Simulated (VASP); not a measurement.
Set up this calculation in VASP 6.6.1, as the native input.

| Property | Result |
| --- | --- |
| Task | single point |
| Functional | PBE |
| Potentials or basis | VASP PAW PBE potentials, release 64 (Si, O) |
| Cutoff | 520 eV |
| k mesh | 6 × 6 × 10 |
| Occupations | gaussian, width 0.05 eV |
| Spin | no spin polarisation |
| Dipole correction | no |
| Further INCAR settings | ALGO = Normal; EDIFF = 1e-06; NBANDS = 25 |

The structure of SiO2 lies in POSCAR:

```
SiO2
1.0
    3.9573925420      0.0000000000      0.0000000000
    0.0000000000      3.9573925420      0.0000000000
    0.0000000000      0.0000000000      2.8350760171
Si O
2 4
Direct
    0.5000000000      0.5000000000      0.5000000000
    0.0000000000      0.0000000000      0.0000000000
    0.6930127928      0.6930127928      0.0000000000
    0.1930127928      0.8069872072      0.5000000000
    0.3069872072      0.3069872072      0.0000000000
    0.8069872072      0.1930127928      0.5000000000
```

This cell differs from its parent crystal: volume 7.400 Å^3 an atom, c/a of the conventional cell 0.7164.

These files were run (other wordings do the same):

INCAR

```
PREC     = Accurate       # precision mode
ENCUT    = 520            # plane-wave cutoff, eV
EDIFF    = 1E-6           # SCF threshold, eV
ISMEAR   = 0              # smearing method
SIGMA    = 0.05           # smearing width, eV
LREAL    = F              # projectors in reciprocal space
LASPH    = T              # aspherical terms in the spheres
NELM     = 60             # most SCF steps
ALGO     = Normal         # electronic algorithm
ISIF     = 2              # what is computed and relaxed
LWAVE    = F              # write WAVECAR
LCHARG   = F              # write CHGCAR
GGA      = PE             # functional
NBANDS   = 25             # bands
```

KPOINTS

```
Automatic mesh
0
Gamma
  6 6 10
```

Potentials or basis: VASP PAW PBE potentials, release 64 (Si, O).

Run with:

```bash
$ cat potpaw_PBE.64/Si/POTCAR potpaw_PBE.64/O/POTCAR > POTCAR
$ mpirun -np 1 vasp_std > vasp.out
```

It gave:

The pressure is 26.4 GPa and the largest force is 0.995 eV/Å. The band gap on the k mesh is 5.40 eV, direct.

It took 45 s on 1 thread of Intel(R) Xeon(R) Platinum 8488C (Sapphire Rapids), on a shared host, peak memory 0.18 GiB.
